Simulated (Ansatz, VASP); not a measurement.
# One calculation of KF, two programs

INCAR

```
  ALGO = Normal
  EDIFF = 1E-7
  ENCUT = 520
  GGA = PE
  ISIF = 2
  ISMEAR = -1
  LASPH = True
  LCHARG = False
  LNONCOLLINEAR = True
  LORBIT = 11
  LREAL = False
  LWAVE = False
  MAGMOM = -0.036 0.113 0.308 0 0 0
  NBANDS = 28
  NELM = 150
  PREC = Accurate
  SIGMA = 0.1
```

File KPOINTS:

```
k-points
0
Gamma
  6 6 6
```

POSCAR

```
KF
1.0
    3.1924270469      0.0000000000      0.0000000000
    0.0000000000      3.1924270469      0.0000000000
    0.0000000000      0.0000000000      3.1924270469
K F
1 1
Direct
    0.0000000000      0.0000000000      0.0000000000
    0.5000000000      0.5000000000      0.5000000000
```

The input input.yaml:

```yaml
crystal:
  lattice:
    - [3.1924270469, 0.0, 0.0]
    - [0.0, 3.1924270469, 0.0]
    - [0.0, 0.0, 3.1924270469]
  atoms:
    - { symbol: K, position: [0.0, 0.0, 0.0], spin: 0.33, spin_axis: [-0.109076, 0.342379, 0.933209] }
    - { symbol: F, position: [0.5, 0.5, 0.5] }
kpoints:
  mp_grid: { grid: [6, 6, 6] }
scf:
  occupations: { method: fermi_dirac, width: 0.1 }
hamiltonian:
  xc: pbe
  pseudopotentials: { kind: all_electron, lapw: { basis_error: 0.001 } }
magnetization:
  noncollinear: true
output:
  forces: true
  stress: true
  eigenvalues: true
```

Change from the starting cell: volume scaled by 0.94.

Alike in both runs: task single point; functional PBE; k mesh 6 × 6 × 6; occupations fermi-dirac, width 0.1 eV; non-collinear spin.

```csv
,VASP,Ansatz
version,VASP 6.6.1,Ansatz 0.2.0
potentials or method,"VASP PAW PBE potentials, release 64 (K_sv, F), cutoff 520 eV","all-electron LAPW, scalar-relativistic"
```

Ansatz gave:

```
gap on the k mesh at the Fermi level (eV) : 6.71
least direct gap on the mesh (eV)         : 6.75
pressure (GPa)                            : 2.4
net moment per atom (μB)                  : 0.00
```

Estimate VASP's values.

gap on the k mesh at the Fermi level (eV): 6.70; least direct gap on the mesh (eV): 6.74; pressure (GPa): 2.4; net moment per atom (μB): 0.00.

Ansatz ran all-electron here, and VASP with PAW potentials.
